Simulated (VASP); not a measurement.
A run of VASP 6.6.1 is set up as follows.

POSCAR

```
ZnSiP2
1.0
   -2.7421705729      2.7421705729      5.3332629727
    2.7421705729     -2.7421705729      5.3332629727
    2.7421705729      2.7421705729     -5.3332629727
Zn Si P
2 2 4
Direct
    0.0000000000      0.0000000000      0.0000000000
    0.7500000000      0.2500000000      0.5000000000
    0.5000000000      0.5000000000      0.0000000000
    0.2500000000      0.7500000000      0.5000000000
    0.3750000000      0.3928594239      0.5178594239
    0.8750000000      0.8571405761      0.4821405761
    0.6071405761      0.1250000000      0.9821405761
    0.1428594239      0.6250000000      0.0178594239
```

File INCAR.step1:

```
SYSTEM = ZnSiP2
PREC     = Accurate       ! precision mode
ENCUT    = 550            ! plane-wave cutoff, eV
ISMEAR   = 0              ! smearing method
SIGMA    = 0.02           ! smearing width, eV
LREAL    = .False.        ! projectors in reciprocal space
LASPH    = .True.         ! aspherical terms in the spheres
NELM     = 120            ! most SCF steps
GGA      = PE             ! functional
ALGO     = Normal         ! electronic algorithm
EDIFF    = 1E-5           ! SCF threshold, eV
LWAVE    = .True.         ! write WAVECAR
LCHARG   = .False.        ! write CHGCAR
GGA_COMPAT= .False.      
IBRION   = 2              ! ionic algorithm
ISIF     = 3              ! what is computed and relaxed
EDIFFG   = -0.005         ! ionic threshold
NELMIN   = 4            
NSW      = 100            ! ionic steps
KPAR     = 4
```

File INCAR.step2:

```
SYSTEM = ZnSiP2
PREC     = Accurate       ! precision mode
ENCUT    = 550            ! plane-wave cutoff, eV
EDIFF    = 1E-7           ! SCF threshold, eV
ISMEAR   = 0              ! smearing method
SIGMA    = 0.02           ! smearing width, eV
LREAL    = .False.        ! projectors in reciprocal space
LASPH    = .True.         ! aspherical terms in the spheres
NELM     = 120            ! most SCF steps
ALGO     = Normal         ! electronic algorithm
ISIF     = 4              ! what is computed and relaxed
LWAVE    = .False.        ! write WAVECAR
LCHARG   = .False.        ! write CHGCAR
METAGGA  = R2SCAN         ! meta-GGA
LMIXTAU  = .True.       
IBRION   = 2              ! ionic algorithm
NSW      = 50             ! ionic steps
EDIFFG   = -0.01          ! ionic threshold
ISTART   = 1            
GGA_COMPAT= .False.      
NELMIN   = 4            
KPAR     = 4
```

File KPOINTS:

```
regular mesh
0
Gamma
  8 8 8
  0 0 0
```

Potentials or basis: VASP PAW PBE potentials, release 64 (Zn, Si, P).

Command:

```bash
$ cat potpaw_PBE.64/Zn/POTCAR potpaw_PBE.64/Si/POTCAR potpaw_PBE.64/P/POTCAR > POTCAR
$ cp INCAR.step1 INCAR
$ mpirun -np 4 vasp_std > vasp.out
$ cp INCAR.step2 INCAR
$ mpirun -np 4 vasp_std > vasp.out
```

Task: Estimate the band gap on the k mesh.

Result: 1.70 eV, direct.

Stress tensor (GPa, compression positive):
```
-4.95  0.00  0.00
 0.00 -4.95  0.00
 0.00  0.00 -5.04
```

Caveat: the PAW data sets were made with another functional, which shifts forces and pressure a little. A k mesh can miss the band edges.
